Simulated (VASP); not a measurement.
# GdN (F-43m) in VASP: further runs, part 2 of 2

VASP 6.6.1.

### Step 3. Relaxation of cell and atoms, PBE, collinear spin, ferromagnetic start

This run uses another cell than the first one, of 21.17 Å³/atom.

File INCAR:

```
SYSTEM = GdN
ALGO     = Normal         ! electronic algorithm
EDIFF    = 1E-7           ! SCF threshold, eV
EDIFFG   = -0.04          ! ionic threshold
ENCUT    = 600            ! plane-wave cutoff, eV
GGA      = PE             ! functional
IBRION   = 2              ! ionic algorithm
ISIF     = 3              ! what is computed and relaxed
ISMEAR   = 0              ! smearing method
ISPIN    = 2              ! spin polarisation
LASPH    = .TRUE.         ! aspherical terms in the spheres
LCHARG   = .FALSE.        ! write CHGCAR
LMAXMIX  = 6              ! l up to which the mixer works
LORBIT   = 11             ! projections on sites
LREAL    = .FALSE.        ! projectors in reciprocal space
LWAVE    = .FALSE.        ! write WAVECAR
MAGMOM   = 7 0            ! initial moments
NELM     = 150            ! most SCF steps
NSW      = 90             ! ionic steps
PREC     = Accurate       ! precision mode
SIGMA    = 0.1            ! smearing width, eV
```

File KPOINTS:

```
k-points
0
G
  6 6 6
  0 0 0
```

File POSCAR:

```
GdN
1.0
    0.0000000000      2.7664672600      2.7664672600
    2.7664672600      0.0000000000      2.7664672600
    2.7664672600      2.7664672600      0.0000000000
Gd N
1 1
Direct
    0.0000000000      0.0000000000      0.0000000000
    0.7500000000      0.7500000000      0.7500000000
```

Potentials or basis: VASP PAW PBE potentials, release 64 (Gd, N).

Started as:

```bash
cat potpaw_PBE.64/Gd/POTCAR potpaw_PBE.64/N/POTCAR > POTCAR
mpirun -np 1 vasp_std > vasp.out
```

OUTCAR:

```text
SYSTEM = GdN
   EDIFF = 1E-7
   EDIFFG = -0.04
   ENCUT = 600
   GGA = PE
   IBRION = 2
   ISIF = 3
   ISMEAR = 0
   ISPIN = 2
   LASPH = .TRUE.
   LORBIT = 11
   LREAL = .FALSE.
   NELM = 150
   NSW = 90
   PREC = Accurate

 ion  position               nearest neighbor table
   1  0.000  0.000  0.000-   2 2.40   2 2.40   2 2.40   2 2.40
   2  0.750  0.750  0.750-   1 2.40   1 2.40   1 2.40   1 2.40

  LATTYP: Found a face centered cubic cell.
 ALAT       =     5.5329345200

  Lattice vectors:

 A1 = (   0.0000000000,   2.7664672600,   2.7664672600)
 A2 = (   2.7664672600,   0.0000000000,   2.7664672600)
 A3 = (   2.7664672600,   2.7664672600,   0.0000000000)

Analysis of symmetry for initial positions (statically):
=====================================================================
 Subroutine PRICEL returns:
 Original cell was already a primitive cell.

 Routine SETGRP: Setting up the symmetry group for a
 face centered cubic supercell.

 Subroutine GETGRP returns: Found 24 space group operations
 (whereof 24 operations were pure point group operations)
 out of a pool of 48 trial point group operations.

The static configuration has the point symmetry T_d .

Analysis of symmetry for dynamics (positions and initial velocities):
=====================================================================
 Subroutine PRICEL returns:
[... 166 lines left out ...]

 val. band max:        1.4887369009   @ k =  -0.3333   0.5000   0.1667
 cond. band min:       2.5701876880   @ k =   0.0000   0.0000   0.0000
 fundamental gap:      1.0814507870
 Fermi energy:         2.0296856950

 spin component 1

 k-point     1 :       0.0000    0.0000    0.0000
  band No.  band energies     occupation
      1     -41.9807      1.00000
      2     -19.2085      1.00000
      3     -19.2085      1.00000
      4     -19.2085      1.00000
      5     -10.2844      1.00000
      6      -1.7044      1.00000
[... 767 lines left out ...]
--------------------------------------- Ionic step        3  -------------------------------------------

 number of electron      22.9999999 magnetization      -6.9999174

 Free energy of the ion-electron system (eV)
  ---------------------------------------------------
  ext. energy  EPLUGINS =         0.00000000
  ---------------------------------------------------
  free energy    TOTEN  =       -22.84235231 eV

  energy without entropy =      -22.84235231  energy(sigma->0) =      -22.84235231

 E-fermi :   2.5416     XC(G=0): -10.2380

 val. band max:        2.0648566942   @ k =   0.5000   0.5000   0.0000
 cond. band min:       3.2519364855   @ k =   0.0000   0.0000   0.0000
 fundamental gap:      1.1870797912
 Fermi energy:         2.5416202539

 spin component 1

 k-point     1 :       0.0000    0.0000    0.0000
  band No.  band energies     occupation
      1     -37.9893      1.00000
      2     -16.1060      1.00000
      3     -16.1060      1.00000
      4     -16.1060      1.00000
      5     -10.0046      1.00000
      6       0.2634      1.00000
[... 725 lines left out ...]
  FREE ENERGIE OF THE ION-ELECTRON SYSTEM (eV)
  ---------------------------------------------------
  free  energy   TOTEN  =       -22.8423523064 eV

  energy  without entropy=      -22.8423523064  energy(sigma->0) =      -22.84235231

 reached required accuracy - stopping structural energy minimisation

 total charge

# of ion       s       p       d       f       tot
--------------------------------------------------
    1        2.046   5.631   0.594   7.002  15.273
    2        1.256   2.396   0.000   0.000   3.652
--------------------------------------------------
tot          3.302   8.028   0.594   7.002  18.925

 magnetization (x)

# of ion       s       p       d       f       tot
--------------------------------------------------
    1        0.000   0.081  -0.067  -6.803  -6.789
    2        0.007   0.049   0.000   0.000   0.056
--------------------------------------------------
tot          0.008   0.130  -0.067  -6.803  -6.733
```

Wall time 3.1 min (1 thread of Intel Xeon 6975P-C (Granite Rapids), shared host); peak memory 0.24 GiB.

Results:

```yaml
Free_energy: -22.8424 eV
Relaxed_volume: 19.03 Å³/atom
Relaxed_cell: a = 3.776 Å, b = 3.776 Å, c = 3.776 Å, α = 60.00°, β = 60.00°, γ = 60.00°
Space_group_after_relaxing_to_0.1_Å: F-43m (No. 216)
Energy_gained_by_relaxing: 67.7 meV/atom
Ionic_steps: 3
Pressure_after_relaxing: -0.1 GPa
Band_gap_on_the_k_mesh: 1.19 eV (least direct gap 1.87 eV)
Net_moment: -7.00 μB per cell
Site_moments: Gd -6.79; N +0.06 μB
Valence_electrons_inside_the_program's_atomic_spheres: Gd 15.27; N 3.65
```

Step by step:
```
step  energy change (eV)  largest force (eV/Å)  pressure (GPa)  volume (Å³)
   1              0.0000                0.0000           -9.23        42.35
   2             -0.0622                0.0000            9.14        35.30
   3             -0.1355                0.0000           -0.08        38.06
```

Final structure:
```
Gd N
1.0
     0.00000    2.66992    2.66992
     2.66992    0.00000    2.66992
     2.66992    2.66992    0.00000
Gd N
1 1
Cartesian
  0.0000 0.0000 0.0000
  4.0049 4.0049 4.0049
```

Levels at points of the mesh, in eV from the valence-band top:
Spin up:
```
           k point  band 6  band 7  band 8  band 9  band 10  band 11
(0.00, 0.00, 0.00)   -1.80   -1.80   -1.80    1.19     2.59     2.59
(0.50, 0.00, 0.00)   -1.33   -1.27   -1.27    2.25     2.50     2.57
(0.50, 0.50, 0.00)   -2.75   -0.18   -0.18    2.33     2.52     2.53
```
Spin down:
```csv
k point,band 13,band 14,band 15,band 16,band 17,band 18
"(0.00, 0.00, 0.00)",-1.67,-1.67,-1.67,1.79,5.01,5.01
"(0.50, 0.00, 0.00)",-1.54,-1.19,-1.19,3.96,5.40,5.40
"(0.50, 0.50, 0.00)",-2.37,0.00,0.00,1.94,4.80,6.69
```

Caveat: spin-orbit coupling is left out, which moves the levels of the heavy elements; a cell with one magnetic atom can't hold antiferromagnetic order, which such compounds often take; semilocal functionals describe open f shells poorly, which spoils levels, moments and volumes. A k mesh can miss the band edges.

### Step 4. Relaxation of cell and atoms, PBE, collinear spin, ferromagnetic start

File INCAR:

```
SYSTEM = GdN
PREC     = Accurate       ! precision mode
ENCUT    = 600            ! plane-wave cutoff, eV
EDIFF    = 1E-6           ! SCF threshold, eV
ISMEAR   = 0              ! smearing method
SIGMA    = 0.02           ! smearing width, eV
LREAL    = .FALSE.        ! projectors in reciprocal space
LASPH    = .TRUE.         ! aspherical terms in the spheres
NELM     = 150            ! most SCF steps
ALGO     = Normal         ! electronic algorithm
ISIF     = 3              ! what is computed and relaxed
LWAVE    = .FALSE.        ! write WAVECAR
LCHARG   = .FALSE.        ! write CHGCAR
ISPIN    = 2              ! spin polarisation
MAGMOM   = 7.47 0         ! initial moments
LORBIT   = 11             ! projections on sites
LMAXMIX  = 6              ! l up to which the mixer works
GGA      = PE             ! functional
IBRION   = 2              ! ionic algorithm
NSW      = 100            ! ionic steps
EDIFFG   = -0.01          ! ionic threshold
```

File KPOINTS:

```
Automatic mesh
0
G
  10 10 10
  0 0 0
```

File POSCAR:

```
GdN
1.0
    0.0000000000      2.6703598386      2.6703598386
    2.6703598386      0.0000000000      2.6703598386
    2.6703598386      2.6703598386      0.0000000000
Gd N
1 1
Direct
    0.0000000000      0.0000000000      0.0000000000
    0.2500000000      0.2500000000      0.2500000000
```

Started as:

```bash
cat potpaw_PBE.64/Gd/POTCAR potpaw_PBE.64/N/POTCAR > POTCAR
mpirun -np 1 vasp_std > vasp.out
```

Run time: 3.9 min. Hardware: 1 thread of Intel Xeon 6975P-C (Granite Rapids), shared host; peak memory 0.27 GiB.

The run converged. Its results:

```
Free energy                                           : -22.8369 eV
Pressure after relaxing                               : -0.1 GPa
Band gap on the k mesh                                : 1.18 eV (least direct gap 1.86 eV)
Net moment                                            : 7.00 μB per cell
Site moments                                          : Gd +6.79; N -0.06 μB
Valence electrons inside the program's atomic spheres : Gd 15.27; N 3.66
```

Final structure:
```yaml
crystal:
  lattice:
    - [0.00000, 2.67036, 2.67036]
    - [2.67036, 0.00000, 2.67036]
    - [2.67036, 2.67036, 0.00000]
  atoms:
    - { symbol: Gd, position: [0.00000, 0.00000, 0.00000] }
    - { symbol: N, position: [0.25000, 0.25000, 0.25000] }
```

Levels at points of the mesh, in eV from the valence-band top:
Spin up:
```tsv
k point	band 12	band 13	band 14	band 15	band 16	band 17	band 18	band 19
(0.00, 0.00, 0.00)	-2.69	-1.67	-1.67	-1.67	1.79	5.01	5.01	8.37
(0.50, 0.00, 0.00)	-2.69	-1.54	-1.19	-1.19	3.96	5.39	5.39	6.41
(0.50, 0.50, 0.00)	-2.71	-2.38	0.00	0.00	1.94	4.80	6.69	7.26
```
Spin down:
| k point | band 6 | band 7 | band 8 | band 9 | band 10 | band 11 |
| --- | --- | --- | --- | --- | --- | --- |
| (0.00, 0.00, 0.00) | -1.80 | -1.80 | -1.80 | 1.18 | 2.59 | 2.59 |
| (0.50, 0.00, 0.00) | -1.33 | -1.27 | -1.27 | 2.24 | 2.50 | 2.56 |
| (0.50, 0.50, 0.00) | -2.74 | -0.18 | -0.18 | 2.32 | 2.51 | 2.52 |

Caveat: the relaxation stopped at its first step, so nothing moved; spin-orbit coupling is left out, which moves the levels of the heavy elements; a cell with one magnetic atom can't hold antiferromagnetic order, which such compounds often take; semilocal functionals describe open f shells poorly, which spoils levels, moments and volumes. A k mesh can miss the band edges.

### Step 5. Overview

```tsv
task	cell	k mesh	cutoff (eV)	smearing	gap on the mesh (eV)	pressure (GPa)	moment (μB)
single point	a = 3.774 Å, angles 60.0°, 2 atoms	10 × 10 × 10	520	gaussian 0.02 eV	1.19	0.1	7.00
relaxation of cell and atoms	relaxed from a = 3.912 Å, angles 60.0°, 2 atoms	6 × 6 × 6	600	gaussian 0.1 eV	1.19	-0.1	7.00
relaxation of cell and atoms	relaxed from a = 3.776 Å, angles 60.0°, 2 atoms	10 × 10 × 10	600	gaussian 0.02 eV	1.18	-0.1	7.00
```

Alike in all rows: level PBE; potentials or basis VASP PAW PBE potentials, release 64 (Gd, N); spin collinear, ferromagnetic start.

Caveats: spin-orbit coupling is left out, which moves the levels of the heavy elements; a cell with one magnetic atom can't hold antiferromagnetic order, which such compounds often take; semilocal functionals describe open f shells poorly, which spoils levels, moments and volumes; the relaxation stopped at its first step, so nothing moved (at least some runs).

Total energies depend on the potentials used, so only differences within one code and one set of settings carry meaning.
